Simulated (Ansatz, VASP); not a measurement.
One calculation of Cl, two programs

```xyz
1
Lattice="3.8223 0.0000 0.0000 -1.9112 3.3102 0.0000 0.0000 0.0000 2.3082" Properties=species:S:1:pos:R:3 pbc="T T T"
Cl    0.0000    0.0000    0.0000
```

Change from the starting cell: volume scaled by 0.95, PAW files.

Alike in both runs: task single point; functional PBE; k mesh 14 × 14 × 13; occupations fermi-dirac, width 0.1 eV; no spin polarisation.

```csv
,VASP,Ansatz
version,VASP 6.6.1,Ansatz 0.2.0
potentials or method,"VASP PAW PBE potentials, release 64 (Cl)","PAW with Ansatz's default frozen-core files, scalar-relativistic"
plane-wave cutoff (eV),520,420
valence electrons in the cell,7,7
```

Ansatz gave:

| Item | Value |
| --- | --- |
| pressure (GPa) | 0.2 |
| traceless stress, the component that is largest in VASP (GPa) | 0.00 |

Task: What did VASP give for the same quantities?

Result: Pressure (GPa): 0.1; traceless stress, the component that is largest in VASP (GPa): -0.12.

The functional is the same, so the differences come from potentials, cutoffs and numerics.
